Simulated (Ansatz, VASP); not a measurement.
## One calculation of Cu, two programs

Contents of INCAR:

```
SYSTEM = Cu
  PREC = Accurate
  ENCUT = 520
  EDIFF = 1E-7
  ISMEAR = -1
  SIGMA = 0.08
  LREAL = .False.
  LASPH = .True.
  NELM = 100
  ALGO = Normal
  ISIF = 2
  LWAVE = .False.
  LCHARG = .False.
  GGA = PS
  NBANDS = 12
```

The input KPOINTS:

```
regular mesh
0
Gamma
  19 19 19
  0 0 0
```

Contents of POSCAR:

```
Cu
1.0
    0.0000000000      1.8194705475      1.8194705475
    1.8194705475      0.0000000000      1.8194705475
    1.8194705475      1.8194705475      0.0000000000
Cu
1
Direct
    0.0000000000      0.0000000000      0.0000000000
```

Input for Ansatz:

```yaml
crystal:
  lattice:
    - [0.0, 1.8194705475, 1.8194705475]
    - [1.8194705475, 0.0, 1.8194705475]
    - [1.8194705475, 1.8194705475, 0.0]
  atoms:
    - { symbol: Cu, position: [0.0, 0.0, 0.0] }
kpoints:
  mp_grid: { grid: [19, 19, 19] }
  band_path:
    path:
      - [0.0, 0.0, 0.0]
      - [0.5, 0.0, 0.5]
      - [0.625, 0.25, 0.625]
      - [0.375, 0.375, 0.75]
      - [0.0, 0.0, 0.0]
      - [0.5, 0.5, 0.5]
      - [0.5, 0.25, 0.75]
      - [0.5, 0.0, 0.5]
    npoints: 5
scf:
  occupations: { method: fermi_dirac, width: 0.08 }
hamiltonian:
  xc: pbesol
  pseudopotentials: { kind: all_electron, lapw: { basis_error: 0.00025 } }
output:
  forces: true
  stress: true
  eigenvalues: true
```

Change from the starting cell: volume scaled by 1.02.

Alike in both runs: task single point; functional PBEsol; k mesh 19 × 19 × 19; occupations fermi-dirac, width 0.08 eV; no spin polarisation.

```csv
,VASP,Ansatz
version,VASP 6.6.1,Ansatz 0.2.0
potentials or method,"VASP PAW PBE potentials, release 64 (Cu), cutoff 520 eV","all-electron LAPW, scalar-relativistic"
```

```csv
,VASP,Ansatz,Ansatz less VASP
pressure (GPa),-8.4,-9.1,-0.68
```

VASP's potentials were made for PBE, not for PBEsol. Ansatz ran all-electron here, and VASP with PAW potentials.
